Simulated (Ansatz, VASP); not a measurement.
**Ni2C3: VASP beside Ansatz**

```
Ni C
1.0
     3.12773    0.00000    0.00000
    -1.56386    2.70869    0.00000
     0.00000    0.00000    4.86624
Ni C
2 3
Direct
  0.33333 0.66667 0.24500
  0.66667 0.33333 0.75500
  0.00000 0.00000 0.00000
  0.33333 0.66667 0.64500
  0.66667 0.33333 0.35500
```

Alike in both runs: task relaxation of cell and atoms; functional PBE; k mesh 6 × 6 × 4; occupations gaussian, width 0.1 eV; no spin polarisation.

|  | VASP | Ansatz |
| --- | --- | --- |
| version | VASP 6.6.1 | Ansatz 0.2.0 |
| potentials or method | VASP PAW PBE potentials, release 64 (Ni, C), cutoff 600 eV | scalar-relativistic, plane waves, PAW |
| valence electrons in the cell | 32 | 48 |

Ansatz gave:

```
gap on the k mesh at the Fermi level, each at its own relaxed structure (eV) : none
relaxed volume (Å³/atom)                                                     : 9.19
relaxed cell length with the largest relative difference (Å)                 : 8.099
```

Estimate VASP's values.

gap on the k mesh at the Fermi level, each at its own relaxed structure (eV): none; relaxed volume (Å³/atom): 8.24; relaxed cell length with the largest relative difference (Å): 7.140.

A gap of «none» marks a metal or a gap that the smearing closes. One of these differences is far larger than is usual between the two programs; its cause wasn't traced. VASP's potentials hold 32 valence electrons a cell and Ansatz's 48, so a difference there can come from the potentials and not from the codes.

The k mesh is coarse, so the values compare programs but aren't converged.
